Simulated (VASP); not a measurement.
Write the native input for VASP 6.6.1 that does the following.

```
Task                   : single point
Functional             : PBE
Potentials or basis    : VASP PAW PBE potentials, release 64 (B, P)
Cutoff                 : 500 eV
k mesh                 : 15 × 15 × 15
Occupations            : fermi-dirac, width 0.05 eV
Spin                   : no spin polarisation
Dipole correction      : no
Further INCAR settings : ALGO = Normal; EDIFF = 1e-06; NBANDS = 11
```

The structure of BP lies in POSCAR:

```
BP
1.0
    0.0000000000      2.2466447751      2.3143800000
    2.2466447751      0.0000000000      2.3143800000
    2.2466447751      2.2466447751      0.0000000000
B P
1 1
Direct
    0.0000000000      0.0000000000      0.0000000000
    0.7500000000      0.7500000000      0.7500000000
```

This cell differs from its parent crystal: z stretched by +2 % at fixed volume.

One way to write it, as run:

INCAR

```
SYSTEM = BP
PREC = Accurate
ENCUT = 500
EDIFF = 1E-6
ISMEAR = -1
SIGMA = 0.05
LREAL = .FALSE.
LASPH = .TRUE.
NELM = 120
ALGO = Normal
ISIF = 2
LWAVE = .FALSE.
LCHARG = .FALSE.
GGA = PE
NBANDS = 11
GGA_COMPAT = .FALSE.
```

KPOINTS

```
regular mesh
0
G
  15 15 15
  0 0 0
```

Potentials or basis: VASP PAW PBE potentials, release 64 (B, P).

Command:

```console
$ cat potpaw_PBE.64/B/POTCAR potpaw_PBE.64/P/POTCAR > POTCAR
$ mpirun -np 1 vasp_std > vasp.out
```

Results of the run:

* Pressure: 0.9 GPa
* Band gap on the k mesh: 1.02 eV (least direct gap 3.25 eV)

Caveat: the stress differs along the axes, from -5 to 4 GPa.

It took 63 s on 1 thread of Intel Xeon 8259CL, with other jobs on the host, peak memory 0.19 GiB.
